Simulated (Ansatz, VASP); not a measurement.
NaI: VASP beside Ansatz

```
CELL_PARAMETERS angstrom
0.00000 3.65551 3.32638
3.65551 0.00000 3.32638
3.65551 3.65551 0.00000
ATOMIC_POSITIONS crystal
Na 0.00000 0.00000 0.00000
I 0.25000 0.25000 0.25000
```

Change from the starting cell: epitaxial_xy strain +3.2%.

Alike in both runs: task single point; functional PBE; k mesh 6 × 6 × 6; occupations fermi-dirac, width 0.02 eV; no spin polarisation.

|  | VASP | Ansatz |
| --- | --- | --- |
| version | VASP 6.6.1 | Ansatz 0.2.0 |
| potentials or method | VASP PAW PBE potentials, release 64 (Na_pv, I) | plane waves, PAW |
| plane-wave cutoff (eV) | 520 | 420 |
| valence electrons in the cell | 14 | 26 |

|  | VASP | Ansatz | Ansatz less VASP |
| --- | --- | --- | --- |
| gap on the k mesh at the Fermi level (eV) | 3.75 | 3.75 | +0.003 |
| pressure (GPa) | 0.3 | 0.3 | -0.01 |

VASP's potentials hold 14 valence electrons a cell and Ansatz's 26, so a difference there can come from the potentials and not from the codes.

Spin-orbit coupling is off throughout.
